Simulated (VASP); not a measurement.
**Al2BP3: single point with PBE**

Crystal: Al2BP3.

```
Al B P
1.0
     3.65407    0.00000    0.00000
    -1.82703    3.16451    0.00000
     0.00000    0.00000   18.47622
Al B P
4 2 6
Cartesian
  0.0000 2.1097 0.2262
  0.0000 2.1097 6.1768
  0.0000 2.1097 12.1234
  1.8270 1.0548 15.4115
  1.8270 1.0548 3.2447
  1.8270 1.0548 9.1931
  0.0000 2.1097 2.6200
  0.0000 2.1097 8.5685
  0.0000 2.1097 14.4812
  1.8270 1.0548 5.2371
  1.8270 1.0548 11.1854
  1.8270 1.0548 17.7703
```

| Quantity | Value |
| --- | --- |
| Program | VASP 6.6.1 |
| Task | single point |
| Functional | PBE |
| Potentials or basis | VASP PAW PBE potentials, release 64 (Al, B, P) |
| Cutoff | 520 eV |
| k mesh | 6 × 6 × 1 |
| Occupations | gaussian, width 0.1 eV |
| Spin | no spin polarisation |

| Property | Result |
| --- | --- |
| Pressure | 0.0 GPa |
| Largest force | 0.039 eV/Å |
| Band gap on the k mesh | 0.92 eV |

Forces in eV/Å, atoms in the order of the input:
```
Al   0.000  0.000 -0.023
Al   0.000  0.000 -0.004
Al   0.000  0.000 -0.024
Al   0.000  0.000 -0.038
B    0.000  0.000  0.007
B    0.000  0.000  0.007
P    0.000  0.000  0.006
P    0.000  0.000  0.000
P    0.000  0.000  0.034
P    0.000  0.000 -0.006
P    0.000  0.000  0.002
P    0.000  0.000  0.039
```

Stress tensor (GPa, compression positive):
```
-0.08  0.00  0.00
 0.00 -0.08  0.00
 0.00  0.00  0.08
```

Levels at points of the mesh, in eV from the valence-band top:
```csv
k point,band 22,band 23,band 24,band 25,band 26,band 27
"(0.00, 0.00, 0.00)",-0.22,0.00,0.00,0.92,1.13,2.71
"(0.50, 0.00, 0.00)",-1.66,-1.49,-1.16,1.03,1.09,1.60
```

Run time: 35 s on 1 thread of Intel(R) Xeon(R) 6975P-C (Granite Rapids) (shared host), peak memory 0.32 GiB.

Caveat: an odd mesh through Γ misses points on the zone boundary, where band edges can lie.
